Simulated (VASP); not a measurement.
# Tl12Br11 (a cell with a defect) in VASP: electric field gradients with PBE

Aim: the electric field gradients of Tl12Br11 (a cell with a defect) with PBE.

Everything below comes from runs of VASP 6.6.1. Logs are shortened: lines on timing, memory, paths and dates and some standing lists are left out, and cuts for length are marked.

## (1) The cell of the first run

The cell holds a defect, 23 atoms: a = 9.092 Å, b = 12.445 Å, c = 9.944 Å, α = 90.00°, β = 90.00°, γ = 133.19°.

## (2) Electric field gradients, PBE

The input, INCAR:

```
PREC = Accurate
ENCUT = 520
EDIFF = 1E-8
ISMEAR = 1
SIGMA = 0.01
LREAL = Auto
LASPH = True
NELM = 100
ALGO = Normal
ISIF = 2
LWAVE = False
LCHARG = False
GGA = PE
LEFG = True
NELECT = 232.0
NBANDS = 134
ISYM = 0
```

The input, KPOINTS:

```
Automatic mesh
0
Gamma
  3 3 2
  0.5 0.5 0.5
```

The input, POSCAR:

```
Tl12Br11
1.0
    6.6292610085     -6.2222708063      0.0000000000
    0.0000000000     12.4445416126      0.0000000000
    0.0000000000      0.0000000000      9.9435164400
Tl Br
12 11
Direct
    0.3333333333      0.2777323167      0.3750000000
    0.3333333333      0.2777323167      0.8750000000
    0.6666666667      0.9443989833      0.3750000000
    0.6666666667      0.9443989833      0.8750000000
    0.0000000000      0.6110656500      0.3750000000
    0.0000000000      0.6110656500      0.8750000000
    0.3333333333      0.0556010167      0.1250000000
    0.3333333333      0.0556010167      0.6250000000
    0.6666666667      0.7222676833      0.1250000000
    0.6666666667      0.7222676833      0.6250000000
    0.0000000000      0.3889343500      0.1250000000
    0.0000000000      0.3889343500      0.6250000000
    0.3333333333      0.8034096667      0.6250000000
    0.6666666667      0.4700763333      0.1250000000
    0.6666666667      0.4700763333      0.6250000000
    0.0000000000      0.1367430000      0.1250000000
    0.0000000000      0.1367430000      0.6250000000
    0.3333333333      0.5299236667      0.3750000000
    0.3333333333      0.5299236667      0.8750000000
    0.6666666667      0.1965903333      0.3750000000
    0.6666666667      0.1965903333      0.8750000000
    0.0000000000      0.8632570000      0.3750000000
    0.0000000000      0.8632570000      0.8750000000
```

Potentials or basis: VASP PAW PBE potentials, release 64 (Tl_d, Br).

Command:

```sh
> cat potpaw_PBE.64/Tl_d/POTCAR potpaw_PBE.64/Br/POTCAR > POTCAR
> mpirun -np 1 vasp_std > vasp.out
```

OUTCAR:

```text
PREC = Accurate
   ENCUT = 520
   EDIFF = 1E-8
   ISMEAR = 1
   LREAL = Auto
   LASPH = True
   NELM = 100
   ISIF = 2
   GGA = PE
   NELECT = 232.0
   ISYM = 0

 ion  position               nearest neighbor table
   1  0.333  0.278  0.375-  18 3.14  17 3.34  16 3.34  15 3.34  14 3.34   8 3.72   7 3.72
   2  0.333  0.278  0.875-  19 3.14  17 3.34  16 3.34  15 3.34  14 3.34   8 3.72   7 3.72
   3  0.667  0.944  0.375-  20 3.14  17 3.34  16 3.34  13 3.34   9 3.72  10 3.72
   4  0.667  0.944  0.875-  21 3.14  17 3.34  16 3.34  13 3.34   9 3.72  10 3.72
   5  0.000  0.611  0.375-  22 3.14  15 3.34  14 3.34  13 3.34  11 3.72  12 3.72
   6  0.000  0.611  0.875-  23 3.14  15 3.34  14 3.34  13 3.34  11 3.72  12 3.72
   7  0.333  0.056  0.125-  22 3.34  23 3.34  20 3.34  21 3.34   1 3.72   2 3.72
   8  0.333  0.056  0.625-  13 3.14  22 3.34  23 3.34  20 3.34  21 3.34   2 3.72   1 3.72
   9  0.667  0.722  0.125-  14 3.14  22 3.34  23 3.34  18 3.34  19 3.34   4 3.72   3 3.72
  10  0.667  0.722  0.625-  15 3.14  22 3.34  23 3.34  18 3.34  19 3.34   4 3.72   3 3.72
  11  0.000  0.389  0.125-  16 3.14  18 3.34  19 3.34  20 3.34  21 3.34   6 3.72   5 3.72
  12  0.000  0.389  0.625-  17 3.14  18 3.34  19 3.34  20 3.34  21 3.34   6 3.72   5 3.72
  13  0.333  0.803  0.625-   8 3.14   6 3.34   5 3.34   4 3.34   3 3.34
  14  0.667  0.470  0.125-   9 3.14   6 3.34   5 3.34   2 3.34   1 3.34
  15  0.667  0.470  0.625-  10 3.14   6 3.34   5 3.34   2 3.34   1 3.34
  16  0.000  0.137  0.125-  11 3.14   2 3.34   1 3.34   4 3.34   3 3.34
  17  0.000  0.137  0.625-  12 3.14   2 3.34   1 3.34   4 3.34   3 3.34
  18  0.333  0.530  0.375-   1 3.14  11 3.34  12 3.34   9 3.34  10 3.34
  19  0.333  0.530  0.875-   2 3.14  11 3.34  12 3.34   9 3.34  10 3.34
  20  0.667  0.197  0.375-   3 3.14  11 3.34  12 3.34   7 3.34   8 3.34
  21  0.667  0.197  0.875-   4 3.14  11 3.34  12 3.34   7 3.34   8 3.34
  22  0.000  0.863  0.375-   5 3.14   9 3.34  10 3.34   7 3.34   8 3.34
  23  0.000  0.863  0.875-   6 3.14   9 3.34  10 3.34   7 3.34   8 3.34

IMPORTANT INFORMATION: All symmetrisations will be switched off!
NOSYMM: (Re-)initialisation of all symmetry stuff for point group C_1.

----------------------------------------------------------------------------------------

                                     Primitive cell

  volume of cell :     820.3214

  direct lattice vectors                    reciprocal lattice vectors
     6.629261009 -6.222270806  0.000000000     0.150846376  0.000000000  0.000000000
     0.000000000 12.444541613  0.000000000     0.075423188  0.080356515  0.000000000
     0.000000000  0.000000000  9.943516440     0.000000000  0.000000000  0.100568044

  length of vectors
     9.091961037 12.444541613  9.943516440     0.150846376  0.110208107  0.100568044

  position of ions in fractional coordinates (direct lattice)
     0.333333333  0.277732317  0.375000000
     0.333333333  0.277732317  0.875000000
     0.666666667  0.944398983  0.375000000
     0.666666667  0.944398983  0.875000000
     0.000000000  0.611065650  0.375000000
     0.000000000  0.611065650  0.875000000
[... 15 lines left out ...]
     0.000000000  0.863257000  0.375000000
     0.000000000  0.863257000  0.875000000

  ion indices of the primitive-cell ions
   primitive index   ion index
                 1           1
                 2           2
                 3           3
                 4           4
                 5           5
                 6           6
[... 15 lines left out ...]
                22          22
                23          23

----------------------------------------------------------------------------------------

 KPOINTS: Automatic mesh

Automatic generation of k-mesh.
 Grid dimensions read from file:
 generate k-points for:    3    3    2

 Generating k-lattice:

  Cartesian coordinates                     Fractional coordinates (reciprocal lattice)
     0.050282125  0.000000000  0.000000000     0.333333333  0.000000000  0.000000000
     0.025141063  0.026785505  0.000000000    -0.000000000  0.333333333  0.000000000
     0.000000000  0.000000000  0.050284022     0.000000000  0.000000000  0.500000000

  Length of vectors
     0.050282125  0.036736036  0.050284022

  Shift w.r.t. Gamma in fractional coordinates (k-lattice)
     0.500000000  0.500000000  0.500000000
[... 54 lines left out ...]
   PSTRESS=    0.0 pullay stress
   NELECT =     232.0000    total number of electrons
   NUPDOWN=      -1.0000    fix difference up-down
   EMIN   =  10.00;   EMAX   =-10.00  energy-range for DOS
   EFERMI =   0.00;   METHOD = LEGACY
   ISMEAR =     1;   SIGMA  =   0.01  broadening in eV -4-tet -1-fermi 0-gaus
   EFERMI_NEDOS =   21; number of points for ismear=-14 and -15
   IALGO  =     38    algorithm
   IMIX   =      4    mixing-type and parameters
     AMIX     =   0.40;   BMIX     =  1.00
     AMIX_MAG =   1.60;   BMIX_MAG =  1.00
  volume/ion in A,a.u.               =      35.67       240.69
  Fermi-wavevector in a.u.,A,eV,Ry     =   1.074590  2.030681 15.711243  1.154744
  Thomas-Fermi vector in A             =   2.210423
   LORBIT       =      0    0 simple, 1 ext, 2 COOP (PROOUT), +10 PAW based schemes
   GGA     = PE    functional components
   LHFCALC =     F    Hartree Fock is set to
   AEXX    =    0.0000 exact exchange contribution
   IVDW    =     0    specifies the selected vdW correction
   LEPSILON=     F    determine dielectric tensor
   LRPA    =     F    only Hartree local field effects (RPA)
 non-spin polarized calculation
 Methfessel and Paxton  Order N= 1 SIGMA  =   0.01
  energy-cutoff  :      520.00
  volume of cell :      820.32
 maximum number of plane-waves:     22111
 NGX is ok and might be reduce to    70
   NGX = 33   NGY = 47   NGZ = 37

 number of electron     231.9999995 magnetization

 Free energy of the ion-electron system (eV)
  ---------------------------------------------------
  ext. energy  EPLUGINS =         0.00000000
  ---------------------------------------------------
  free energy    TOTEN  =       -66.26832646 eV

  energy without entropy =      -66.26845530  energy(sigma->0) =      -66.26836940

 E-fermi :   1.3954     XC(G=0):  -8.2630

 val. band max:        1.3870226996   @ k =   0.5000   0.1667   0.2500
 cond. band min:       3.4714180882   @ k =  -0.3333  -0.1667  -0.2500
 fundamental gap:      2.0843953886
 Fermi energy:         1.3954415015

 k-point     1 :       0.1667    0.1667    0.2500
  band No.  band energies     occupation
      1     -12.0285      2.00000
      2     -11.9583      2.00000
      3     -11.9493      2.00000
      4     -11.9200      2.00000
      5     -11.9096      2.00000
      6     -11.9003      2.00000
[... 2347 lines left out ...]
    127       5.3785      0.00000
    128       5.4747      0.00000
 [bands above 128 left out]

------------------------ aborting loop because EDIFF is reached ----------------------------------------

  FORCE on cell =-STRESS in cart. coord.  units (eV):
  Direction    XX          YY          ZZ          XY          YZ          ZX
  --------------------------------------------------------------------------------------
  -------------------------------------------------------------------------------------
  Total       -4.9108482     -3.5787226     -4.3894072     -0.0040522      0.0000000      0.0000001
  in kB       -9.5914237     -6.9896366     -8.5729923     -0.0079144      0.0000000      0.0000002
  external PRESSURE =      -8.3846842 kB  Pullay stress =       0.0000000 kB

 VOLUME and BASIS-vectors are now :
 -----------------------------------------------------------------------------
  energy-cutoff  :      520.00
  volume of cell :      820.32
      direct lattice vectors                 reciprocal lattice vectors
     6.629261009 -6.222270806  0.000000000     0.150846376  0.000000000  0.000000000
     0.000000000 12.444541613  0.000000000     0.075423188  0.080356515  0.000000000
     0.000000000  0.000000000  9.943516440     0.000000000  0.000000000  0.100568044

 POSITION                                       TOTAL-FORCE (eV/Angst)
 -----------------------------------------------------------------------------------
      2.20975      1.38216      3.72882         0.000632      0.069366      0.034753
      2.20975      1.38216      8.70058         0.000632      0.069366     -0.034753
      4.41951      7.60443      3.72882         0.122342      0.061472      0.174130
      4.41951      7.60443      8.70058         0.122342      0.061472     -0.174130
      0.00000      7.60443      3.72882        -0.122790      0.060899      0.174128
      0.00000      7.60443      8.70058        -0.122790      0.060899     -0.174128
[... 15 lines left out ...]
      0.00000     10.74284      3.72882         0.024914     -0.018805     -0.114875
      0.00000     10.74284      8.70058         0.024914     -0.018805      0.114876
 -----------------------------------------------------------------------------------
    total drift:                               -0.003732      0.005546      0.000000

  FREE ENERGIE OF THE ION-ELECTRON SYSTEM (eV)
  ---------------------------------------------------
  free  energy   TOTEN  =       -66.2683264553 eV

  energy  without entropy=      -66.2684552977  energy(sigma->0) =      -66.26836940

 Electric field gradients (V/A^2)
---------------------------------------------------------------------
 ion       V_xx      V_yy      V_zz      V_xy      V_xz      V_yz
---------------------------------------------------------------------
   1      34.282   -31.738    -2.544     0.001    -0.000     1.005
   2      34.282   -31.738    -2.544     0.001     0.000    -1.005
   3      46.921   -55.711     8.790   -16.797    45.450   -17.297
   4      46.921   -55.711     8.790   -16.797   -45.450    17.297
   5      46.923   -55.715     8.792    16.797   -45.450   -17.297
   6      46.923   -55.715     8.792    16.797    45.450    17.297
[... 15 lines left out ...]
  22     -12.513     5.354     7.159    -7.327    -6.857     1.712
  23     -12.513     5.354     7.159    -7.327     6.857    -1.712
---------------------------------------------------------------------

 Electric field gradients after diagonalization (V/A^2)
 (convention: |V_zz| > |V_xx| > |V_yy|)
----------------------------------------------------------------------
 ion       V_xx      V_yy      V_zz     asymmetry (V_yy - V_xx)/ V_zz
----------------------------------------------------------------------
   1     -31.772    -2.509    34.282       0.854
   2     -31.772    -2.509    34.282       0.854
   3     -60.416   -20.790    81.206       0.488
   4     -60.416   -20.790    81.206       0.488
   5     -60.420   -20.788    81.207       0.488
   6     -60.420   -20.788    81.207       0.488
[... 15 lines left out ...]
  22      12.128     4.498   -16.626       0.459
  23      12.128     4.498   -16.626       0.459
----------------------------------------------------------------------

           NMR quadrupolar parameters

 Cq : quadrupolar parameter    Cq=e*Q*V_zz/h
 eta: asymmetry parameters     (V_yy - V_xx)/ V_zz
 Q  : nuclear electric quadrupole moment in mb (millibarn)
----------------------------------------------------------------------
 ion       Cq(MHz)       eta       Q (mb)
----------------------------------------------------------------------
   1       0.083       0.854       1.000
   2       0.083       0.854       1.000
   3       0.196       0.488       1.000
   4       0.196       0.488       1.000
   5       0.196       0.488       1.000
   6       0.196       0.488       1.000
[... 15 lines left out ...]
  22      -0.040       0.459       1.000
  23      -0.040       0.459       1.000
----------------------------------------------------------------------
```

Run time: 71 min. Hardware: 1 thread of Intel Xeon 6975P-C (Granite Rapids), shared host; peak memory 1.8 GiB.

What came out:

* Free energy: -66.2683 eV
* Largest force: 0.222 eV/Å
* Largest electric field gradient by atom: Tl +34.3, +81.2, +137.3, +35.8, +34.0, +34.2 (each value once); Br -16.0, +13.4, +29.3, +15.7, -16.6 (each value once) V/Å²

Forces on the atoms (eV/Å):
```
Tl   0.001  0.069  0.035
Tl   0.001  0.069 -0.035
Tl   0.122  0.061  0.174
Tl   0.122  0.061 -0.174
Tl  -0.123  0.061  0.174
Tl  -0.123  0.061 -0.174
Tl   0.000  0.140  0.000
Tl   0.000 -0.015  0.000
Tl   0.022 -0.133  0.000
Tl  -0.027 -0.041  0.000
Tl  -0.020 -0.133  0.000
Tl   0.028 -0.041  0.000
Br   0.004 -0.058  0.000
Br   0.042 -0.033  0.000
Br   0.199 -0.081  0.000
Br  -0.044 -0.032  0.000
Br  -0.202 -0.079  0.000
Br   0.003  0.091 -0.046
Br   0.003  0.091  0.046
Br  -0.028 -0.011 -0.115
Br  -0.028 -0.011  0.115
Br   0.025 -0.019 -0.115
Br   0.025 -0.019  0.115
```

Electric field gradients, principal values (V/Å²):
| atom | least | middle | greatest (by size) |
| --- | --- | --- | --- |
| 1 Tl | -2.509 | -31.772 | 34.282 |
| 2 Tl | -2.509 | -31.772 | 34.282 |
| 3 Tl | -20.790 | -60.416 | 81.206 |
| 4 Tl | -20.790 | -60.416 | 81.206 |
| 5 Tl | -20.788 | -60.420 | 81.207 |
| 6 Tl | -20.788 | -60.420 | 81.207 |
| 7 Tl | -48.008 | -89.312 | 137.320 |
| 8 Tl | -3.400 | -32.373 | 35.772 |
| 9 Tl | -7.012 | -27.022 | 34.034 |
| 10 Tl | -3.662 | -30.517 | 34.178 |
| 11 Tl | -7.010 | -27.024 | 34.034 |
| 12 Tl | -3.660 | -30.518 | 34.178 |
| 13 Br | 0.410 | 15.577 | -15.986 |
| 14 Br | -0.168 | -13.193 | 13.361 |
| 15 Br | -2.103 | -27.210 | 29.313 |
| 16 Br | -0.172 | -13.189 | 13.361 |
| 17 Br | -2.103 | -27.205 | 29.308 |
| 18 Br | -0.947 | -14.756 | 15.703 |
| 19 Br | -0.947 | -14.756 | 15.703 |
| 20 Br | 4.497 | 12.125 | -16.622 |
| 21 Br | 4.497 | 12.125 | -16.622 |
| 22 Br | 4.498 | 12.128 | -16.626 |
| 23 Br | 4.498 | 12.128 | -16.626 |

Caveat: the cell carries a net charge on a neutralising background, which shifts energy and pressure; the cell is charged against a uniform background, so pressure and absolute levels hang on convention; without QUAD_EFG the Cq values of the log hold for a quadrupole moment of 1 mb, not for the nuclei; spin-orbit coupling is left out, which moves the levels of the heavy elements.
